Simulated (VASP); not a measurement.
# Rh (P6_3/mmc) in VASP: settings compared

Rh is run at these levels: PBEsol+D3(BJ), LDA; tasks: single point.

Program: VASP 6.6.1. These are calculated values, not measurements. Logs are shortened: lines on timing, memory, paths and dates and some standing lists are left out, and cuts for length are marked.

## (1) The cell of the first run

Symmetry: P6_3/mmc, No. 194, hexagonal system. Conventional cell: a = 2.668 Å, b = 2.668 Å, c = 4.304 Å, α = 90.00°, β = 90.00°, γ = 120.00°. Within 3.5 Å of Rh (site symmetry -6m2) lie 12 Rh at 2.65 to 2.67 Å.

This isn't the form of Rh at room conditions, which is fcc.

## (2) Single point, PBEsol+D3(BJ)

Contents of INCAR:

```
SYSTEM = Rh
PREC = Accurate
ENCUT = 520
EDIFF = 1E-7
ISMEAR = -1
SIGMA = 0.15
LREAL = .FALSE.
LASPH = .TRUE.
NELM = 80
ALGO = Normal
ISIF = 2
LWAVE = .FALSE.
LCHARG = .FALSE.
GGA = PS
IVDW = 12
NBANDS = 22
```

Contents of KPOINTS:

```
Automatic mesh
0
G
  11 11 6
  0 0 0
```

Contents of POSCAR:

```
Rh
1.0
    2.6682633460      0.0000000000      0.0000000000
   -1.3341316730      2.3107838416      0.0000000000
    0.0000000000      0.0000000000      4.3037271697
Rh
2
Direct
    0.6666666667      0.3333333333      0.7500000000
    0.3333333333      0.6666666667      0.2500000000
```

Potentials or basis: VASP PAW PBE potentials, release 64 (Rh_pv).

On the command line:

```bash
cat potpaw_PBE.64/Rh_pv/POTCAR > POTCAR
mpirun -np 1 vasp_std > vasp.out
```

OUTCAR:

```text
SYSTEM = Rh
   PREC = Accurate
   ENCUT = 520
   EDIFF = 1E-7
   ISMEAR = -1
   LREAL = .FALSE.
   LASPH = .TRUE.
   NELM = 80
   ISIF = 2
   GGA = PS
   IVDW = 12
 IVDW          = 12

 ion  position               nearest neighbor table
   1  0.667  0.333  0.750-   2 2.65   2 2.65   2 2.65   2 2.65   2 2.65   2 2.65
   2  0.333  0.667  0.250-   1 2.65   1 2.65   1 2.65   1 2.65   1 2.65   1 2.65

  LATTYP: Found a hexagonal cell.
 ALAT       =     2.6682633460
 C/A-ratio  =     1.6129319380

  Lattice vectors:

 A1 = (   2.6682633460,   0.0000000000,   0.0000000000)
 A2 = (  -1.3341316730,   2.3107838416,   0.0000000000)
 A3 = (   0.0000000000,   0.0000000000,   4.3037271697)

Analysis of symmetry for initial positions (statically):
=====================================================================
 Subroutine PRICEL returns:
 Original cell was already a primitive cell.

 Routine SETGRP: Setting up the symmetry group for a
 hexagonal supercell.

 Subroutine GETGRP returns: Found 24 space group operations
 (whereof 12 operations were pure point group operations)
 out of a pool of 24 trial point group operations.

The static configuration has the point symmetry D_3d.
 The point group associated with its full space group is D_6h.

Analysis of symmetry for dynamics (positions and initial velocities):
=====================================================================
 Subroutine PRICEL returns:
 Original cell was already a primitive cell.

 Routine SETGRP: Setting up the symmetry group for a
 hexagonal supercell.

 Subroutine GETGRP returns: Found 24 space group operations
 (whereof 12 operations were pure point group operations)
 out of a pool of 24 trial point group operations.

The dynamic configuration has the point symmetry D_3d.
 The point group associated with its full space group is D_6h.

 Subroutine INISYM returns: Found 24 space group operations
 (whereof 12 operations are pure point group operations),
 and found     1 'primitive' translations

----------------------------------------------------------------------------------------

                                     Primitive cell

  volume of cell :      26.5358

  direct lattice vectors                    reciprocal lattice vectors
     2.668263346  0.000000000  0.000000000     0.374775601  0.216376794  0.000000000
    -1.334131673  2.310783842  0.000000000     0.000000000  0.432753589  0.000000000
     0.000000000  0.000000000  4.303727170     0.000000000  0.000000000  0.232356737

  length of vectors
     2.668263346  2.668263346  4.303727170     0.432753589  0.432753589  0.232356737

  position of ions in fractional coordinates (direct lattice)
     0.666666667  0.333333333  0.750000000
     0.333333333  0.666666667  0.250000000

  ion indices of the primitive-cell ions
   primitive index   ion index
                 1           1
                 2           2

----------------------------------------------------------------------------------------

 KPOINTS: Automatic mesh

Automatic generation of k-mesh.
 Grid dimensions read from file:
 generate k-points for:   11   11    6

 Generating k-lattice:

  Cartesian coordinates                     Fractional coordinates (reciprocal lattice)
     0.034070509  0.019670618  0.000000000     0.090909091  0.000000000  0.000000000
     0.000000000  0.039341235  0.000000000     0.000000000  0.090909091  0.000000000
     0.000000000  0.000000000  0.038726123     0.000000000  0.000000000  0.166666667

  Length of vectors
     0.039341235  0.039341235  0.038726123

  Shift w.r.t. Gamma in fractional coordinates (k-lattice)
     0.000000000  0.000000000  0.000000000

 Subroutine IBZKPT returns following result:
 ===========================================

 Found     64 irreducible k-points:

 Following reciprocal coordinates:
            Coordinates               Weight
  0.000000  0.000000  0.000000      1.000000
  0.090909 -0.000000  0.000000      6.000000
  0.181818  0.000000  0.000000      6.000000
  0.272727  0.000000  0.000000      6.000000
  0.363636  0.000000  0.000000      6.000000
  0.454545  0.000000  0.000000      6.000000
[... 16 lines left out ...]
  0.090909  0.090909  0.166667     12.000000
  0.181818  0.090909  0.166667     24.000000
 [... further k-points ...]
   k-points           NKPTS =     64   k-points in BZ     NKDIM =     64   number of bands    NBANDS=     22
   number of dos      NEDOS =    301   number of ions     NIONS =      2
   total plane-waves  NPLWV =  12800
   dimension x,y,z NGX =    20 NGY =   20 NGZ =   32
   dimension x,y,z NGXF=    40 NGYF=   40 NGZF=   64
   ions per type =               2
   NGX,Y,Z   is equivalent  to a cutoff of  12.46, 12.46, 12.36 a.u.
   NGXF,Y,Z  is equivalent  to a cutoff of  24.92, 24.92, 24.72 a.u.
 SYSTEM =  Rh
   PREC   = accura    normal or accurate (medium, high low for compatibility)
   ISTART =      0    job   : 0-new  1-cont  2-samecut
   ICHARG =      2    charge: 1-file 2-atom 10-const
   ISPIN  =      1    spin polarized calculation?
   LNONCOLLINEAR =      F non collinear calculations
   LSORBIT =      F    spin-orbit coupling
   LASPH  =      T    aspherical Exc in radial PAW
   ENCUT  =  520.0 eV  38.22 Ry    6.18 a.u.   4.96  4.96  8.00*2*pi/ulx,y,z
   NELM   =     80;   NELMIN=  2; NELMDL= -5     # of ELM steps
   EDIFF  = 0.1E-06   stopping-criterion for ELM
   LREAL  =      F    real-space projection
   EDIFFG = 0.1E-05   stopping-criterion for IOM
   NSW    =      0    number of steps for IOM
   IBRION =     -1    ionic relax: 0-MD 1-quasi-New 2-CG
   NFREE  =      0    steps in history (QN), initial steepest desc. (CG)
   ISIF   =      2    stress and relaxation
   ISYM   =      2    0-nonsym 1-usesym 2-fastsym
   POTIM  = 0.5000    time-step for ionic-motion
   TEBEG  =    0.0;   TEEND  =   0.0 temperature during run
   PSTRESS=    0.0 pullay stress
   NELECT =      30.0000    total number of electrons
   NUPDOWN=      -1.0000    fix difference up-down
   EMIN   =  10.00;   EMAX   =-10.00  energy-range for DOS
   EFERMI =   0.00;   METHOD = LEGACY
   ISMEAR =    -1;   SIGMA  =   0.15  broadening in eV -4-tet -1-fermi 0-gaus
   EFERMI_NEDOS =   21; number of points for ismear=-14 and -15
   IALGO  =     38    algorithm
   IMIX   =      4    mixing-type and parameters
     AMIX     =   0.40;   BMIX     =  1.00
     AMIX_MAG =   1.60;   BMIX_MAG =  1.00
  volume/ion in A,a.u.               =      13.27        89.54
  Fermi-wavevector in a.u.,A,eV,Ry     =   1.705445  3.222823 39.573116  2.908542
  Thomas-Fermi vector in A             =   2.784664
   LORBIT       =      0    0 simple, 1 ext, 2 COOP (PROOUT), +10 PAW based schemes
   GGA     = PS    functional components
   LHFCALC =     F    Hartree Fock is set to
   AEXX    =    0.0000 exact exchange contribution
   IVDW    =    12    specifies the selected vdW correction
   LEPSILON=     F    determine dielectric tensor
   LRPA    =     F    only Hartree local field effects (RPA)
 non-spin polarized calculation
  energy-cutoff  :      520.00
  volume of cell :       26.54
 maximum number of plane-waves:       735
 NGX is ok and might be reduce to    20
   NGX =  9   NGY =  9   NGZ = 17

 number of electron      29.9999995 magnetization

 Free energy of the ion-electron system (eV)
  ---------------------------------------------------
  ext. energy  EPLUGINS =         0.00000000
  ---------------------------------------------------
  free energy    TOTEN  =       -16.29472627 eV

  energy without entropy =      -16.06458103  energy(sigma->0) =      -16.17965365

 E-fermi :  12.5077     XC(G=0): -14.4463

 val. band max:       12.5005447732   @ k =   0.0000   0.0000   0.3333
 cond. band min:      12.5079673382   @ k =   0.3636   0.0909   0.3333
 fundamental gap:      0.0074225650
 Fermi energy:        12.5077356471

 k-point     1 :       0.0000    0.0000    0.0000
  band No.  band energies     occupation
      1     -34.8082      2.00000
      2     -34.0666      2.00000
      3     -34.0666      2.00000
      4     -33.9497      2.00000
      5     -33.9440      2.00000
      6     -33.9440      2.00000
[... 14 lines left out ...]
     21      30.6453      0.00000
     22      31.3015      0.00000

 k-point     2 :       0.0909   -0.0000    0.0000
  band No.  band energies     occupation
      1     -34.7865      2.00000
      2     -34.1155      2.00000
      3     -34.0826      2.00000
      4     -33.9947      2.00000
      5     -33.9589      2.00000
      6     -33.9516      2.00000
[... 14 lines left out ...]
     21      30.9832      0.00000
     22      31.5600      0.00000

 k-point     3 :       0.1818    0.0000    0.0000
  band No.  band energies     occupation
      1     -34.7247      2.00000
      2     -34.2467      2.00000
      3     -34.1280      2.00000
      4     -34.1239      2.00000
      5     -33.9868      2.00000
      6     -33.9730      2.00000
[... 14 lines left out ...]
     21      31.2117      0.00000
     22      31.4541      0.00000

 k-point     4 :       0.2727    0.0000    0.0000
  band No.  band energies     occupation
      1     -34.6338      2.00000
      2     -34.4187      2.00000
      3     -34.2971      2.00000
      4     -34.1760      2.00000
      5     -34.0332      2.00000
      6     -34.0027      2.00000
[... 14 lines left out ...]
     21      29.1824      0.00000
     22      29.4773      0.00000

 k-point     5 :       0.3636    0.0000    0.0000
  band No.  band energies     occupation
      1     -34.5767      2.00000
      2     -34.5318      2.00000
      3     -34.4475      2.00000
      4     -34.2224      2.00000
      5     -34.0941      2.00000
      6     -34.0310      2.00000
[... 417 lines left out ...]
 k-point    22 :       0.4545    0.0000    0.1667
  band No.  band energies     occupation
      1     -34.7086      2.00000
      2     -34.5785      2.00000
      3     -34.3819      2.00000
      4     -34.2362      2.00000
      5     -34.1356      2.00000
      6     -34.0619      2.00000
[... 14 lines left out ...]
     21      26.5171      0.00000
     22      27.1243      0.00000

 k-point    23 :       0.0909    0.0909    0.1667
  band No.  band energies     occupation
      1     -34.7013      2.00000
      2     -34.1816      2.00000
      3     -34.1483      2.00000
      4     -34.0887      2.00000
      5     -33.9918      2.00000
      6     -33.9830      2.00000
[... 14 lines left out ...]
     21      30.7464      0.00000
     22      31.2034      0.00000

 k-point    24 :       0.1818    0.0909    0.1667
  band No.  band energies     occupation
      1     -34.6461      2.00000
      2     -34.3147      2.00000
      3     -34.2796      2.00000
      4     -34.1460      2.00000
      5     -34.0276      2.00000
      6     -34.0149      2.00000
[... 14 lines left out ...]
     21      28.9891      0.00000
     22      30.1052      0.00000

 [... further k-points ...]

------------------------ aborting loop because EDIFF is reached ----------------------------------------

 Edisp (eV)   -1.26091

 E8    (eV) :    -0.8494

  FORCE on cell =-STRESS in cart. coord.  units (eV):
  Direction    XX          YY          ZZ          XY          YZ          ZX
  --------------------------------------------------------------------------------------
  -------------------------------------------------------------------------------------
  Total      -0.00671    -0.00671    -0.01052     0.00000     0.00000     0.00000
  in kB      -0.40521    -0.40521    -0.63507     0.00000     0.00000     0.00000
  external pressure =       -0.48 kB  Pullay stress =        0.00 kB

 VOLUME and BASIS-vectors are now :
 -----------------------------------------------------------------------------
  energy-cutoff  :      520.00
  volume of cell :       26.54
      direct lattice vectors                 reciprocal lattice vectors
     2.668263346  0.000000000  0.000000000     0.374775601  0.216376794  0.000000000
    -1.334131673  2.310783842  0.000000000     0.000000000  0.432753589  0.000000000
     0.000000000  0.000000000  4.303727170     0.000000000  0.000000000  0.232356737

 POSITION                                       TOTAL-FORCE (eV/Angst)
 -----------------------------------------------------------------------------------
      1.33413      0.77026      3.22780         0.000000     -0.000000      0.000000
     -0.00000      1.54052      1.07593        -0.000000      0.000000      0.000000
 -----------------------------------------------------------------------------------
    total drift:                               -0.000000      0.000000     -0.000000

  FREE ENERGIE OF THE ION-ELECTRON SYSTEM (eV)
  ---------------------------------------------------
  free  energy   TOTEN  =       -17.5556398129 eV

  energy  without entropy=      -17.3254945707  energy(sigma->0) =      -17.44056719
```

It took 18 s on 1 thread of AMD EPYC 7R13 (Zen 3), shared host; peak memory 0.13 GiB.

What came out:

```yaml
Free_energy: -17.5556 eV
Pressure: 0.0 GPa
Band_gap_on_the_k_mesh: zero (bands 15 and 16 overlap by 2.53 eV)
Dispersion_energy_per_atom: -0.630 eV
```

Caveat: the PAW data sets were made with another functional, which shifts forces and pressure a little.

## (3) Single point, LDA

This run uses another cell than the first one, of 13.32 Å³/atom.

Contents of INCAR:

```
SYSTEM = Rh
ALGO = Normal
EDIFF = 1E-7
ENCUT = 520
ISIF = 2
ISMEAR = -1
LASPH = .True.
LCHARG = .True.
LELF = .True.
LREAL = .False.
LVHAR = .True.
LWAVE = .False.
NBANDS = 22
NELM = 60
PREC = Accurate
SIGMA = 0.15
```

Contents of KPOINTS:

```
k-points
0
Gamma
  11 11 6
  0 0 0
```

Contents of POSCAR:

```
Rh
1.0
    2.6727058705      0.0000000000      0.0000000000
   -1.3363529352      2.3146311807      0.0000000000
    0.0000000000      0.0000000000      4.3065294981
Rh
2
Direct
    0.6666666667      0.3333333333      0.7500000000
    0.3333333333      0.6666666667      0.2500000000
```

Potentials or basis: VASP PAW LDA potentials, release 64 (Rh_pv).

On the command line:

```bash
cat potpaw_LDA.64/Rh_pv/POTCAR > POTCAR
mpirun -np 1 vasp_std > vasp.out
```

OUTCAR:

```text
SYSTEM = Rh
   EDIFF = 1E-7
   ENCUT = 520
   ISIF = 2
   ISMEAR = -1
   LASPH = .True.
   LREAL = .False.
   NELM = 60
   PREC = Accurate

 ion  position               nearest neighbor table
   1  0.667  0.333  0.750-   2 2.65   2 2.65   2 2.65   2 2.65   2 2.65   2 2.65
   2  0.333  0.667  0.250-   1 2.65   1 2.65   1 2.65   1 2.65   1 2.65   1 2.65

  LATTYP: Found a hexagonal cell.
 ALAT       =     2.6727058705
 C/A-ratio  =     1.6112994496

  Lattice vectors:

 A1 = (   2.6727058705,   0.0000000000,   0.0000000000)
 A2 = (  -1.3363529352,   2.3146311807,   0.0000000000)
 A3 = (   0.0000000000,   0.0000000000,   4.3065294981)

Analysis of symmetry for initial positions (statically):
=====================================================================
 Subroutine PRICEL returns:
 Original cell was already a primitive cell.

 Routine SETGRP: Setting up the symmetry group for a
 hexagonal supercell.

 Subroutine GETGRP returns: Found 24 space group operations
 (whereof 12 operations were pure point group operations)
 out of a pool of 24 trial point group operations.

[... 155 lines left out ...]

 Free energy of the ion-electron system (eV)
  ---------------------------------------------------
  ext. energy  EPLUGINS =         0.00000000
  ---------------------------------------------------
  free energy    TOTEN  =       -17.39614848 eV

  energy without entropy =      -17.16508964  energy(sigma->0) =      -17.28061906

 E-fermi :  12.3909     XC(G=0): -14.5518

 val. band max:       12.3905311403   @ k =   0.3636   0.0909   0.3333
 cond. band min:      12.3911977749   @ k =   0.3636   0.1818   0.3333
 fundamental gap:      0.0006666346
 Fermi energy:        12.3909106783

 k-point     1 :       0.0000    0.0000    0.0000
  band No.  band energies     occupation
      1     -34.7498      2.00000
      2     -34.0076      2.00000
      3     -34.0076      2.00000
      4     -33.8903      2.00000
      5     -33.8843      2.00000
      6     -33.8843      2.00000
[... 589 lines left out ...]
     21      28.8209      0.00000
     22      30.0060      0.00000

 [... further k-points ...]
[... 5 lines left out ...]
  --------------------------------------------------------------------------------------
  -------------------------------------------------------------------------------------
  Total        0.1431683      0.1431683      0.1567000      0.0000000      0.0000000      0.0000000
  in kB        8.6098775      8.6098775      9.4236488      0.0000000      0.0000000      0.0000000
  external PRESSURE =       8.8811346 kB  Pullay stress =       0.0000000 kB

 VOLUME and BASIS-vectors are now :
 -----------------------------------------------------------------------------
  energy-cutoff  :      520.00
  volume of cell :       26.64
      direct lattice vectors                 reciprocal lattice vectors
     2.672705871  0.000000000  0.000000000     0.374152656  0.216017137  0.000000000
    -1.336352935  2.314631181  0.000000000     0.000000000  0.432034273  0.000000000
     0.000000000  0.000000000  4.306529498     0.000000000  0.000000000  0.232205538

 POSITION                                       TOTAL-FORCE (eV/Angst)
 -----------------------------------------------------------------------------------
      1.33635      0.77154      3.22990         0.000000     -0.000000      0.000000
     -0.00000      1.54309      1.07663        -0.000000      0.000000      0.000000
 -----------------------------------------------------------------------------------
    total drift:                               -0.000000      0.000000     -0.000000

  FREE ENERGIE OF THE ION-ELECTRON SYSTEM (eV)
  ---------------------------------------------------
  free  energy   TOTEN  =       -17.3961484752 eV

  energy  without entropy=      -17.1650896442  energy(sigma->0) =      -17.28061906
```

OSZICAR:

```text
N       E                     dE             d eps       ncg     rms          rms(c)
DAV:   1     0.327662708845E+03    0.32766E+03   -0.18877E+04  2816   0.160E+03
DAV:   2    -0.109924498889E+02   -0.33866E+03   -0.32641E+03  2948   0.477E+02
DAV:   3    -0.184328059053E+02   -0.74404E+01   -0.74031E+01  3338   0.796E+01
DAV:   4    -0.184816910482E+02   -0.48885E-01   -0.48880E-01  3146   0.650E+00
DAV:   5    -0.184824501810E+02   -0.75913E-03   -0.75913E-03  3356   0.829E-01    0.166E+01
DAV:   6    -0.174509201746E+02    0.10315E+01   -0.23247E+00  3074   0.162E+01    0.587E+00
DAV:   7    -0.174051763966E+02    0.45744E-01   -0.54818E-02  3272   0.207E+00    0.251E+00
DAV:   8    -0.173965684557E+02    0.86079E-02   -0.11217E-02  2936   0.126E+00    0.405E-01
DAV:   9    -0.173961351086E+02    0.43335E-03   -0.41476E-04  3314   0.251E-01    0.606E-02
DAV:  10    -0.173961486042E+02   -0.13496E-04   -0.62424E-06  3204   0.245E-02    0.448E-03
DAV:  11    -0.173961484746E+02    0.12966E-06   -0.74507E-07  3304   0.889E-03    0.742E-04
DAV:  12    -0.173961484752E+02   -0.62573E-09   -0.17740E-08  1738   0.146E-03
   1 F= -.17396148E+02 E0= -.17280619E+02  d E =-.231059E+00
```

stdout:

```text
POSCAR found type information on POSCAR Rh
 POSCAR found :  1 types and       2 ions
 scaLAPACK will be used
 LDA part: xc-table for (Slater(with rela. corr.)+CA(PZ))
 , standard interpolation
 POSCAR, INCAR and KPOINTS ok, starting setup
 FFT: planning ... GRIDC
 FFT: planning ... GRID_SOFT
 FFT: planning ... GRID
 WAVECAR not read
 entering main loop
```

Wall time 18 s (1 thread of AMD EPYC 7R13 (Zen 3), shared host); peak memory 0.11 GiB.

What came out:

```
Free energy            : -17.3961 eV
Pressure               : 0.9 GPa
Band gap on the k mesh : zero (bands 15 and 16 overlap by 2.51 eV)
```

Levels at points of the mesh, in eV from the Fermi level:
| k point | band 12 | band 13 | band 14 | band 15 | band 16 | band 17 | band 18 | band 19 |
| --- | --- | --- | --- | --- | --- | --- | --- | --- |
| (0.00, 0.00, 0.00) | -2.64 | -2.64 | -2.03 | -2.03 | 0.17 | 0.17 | 0.71 | 8.97 |
| (0.00, 0.00, 0.50) | -3.33 | -3.33 | -3.33 | -0.44 | -0.44 | -0.44 | -0.44 | 14.98 |
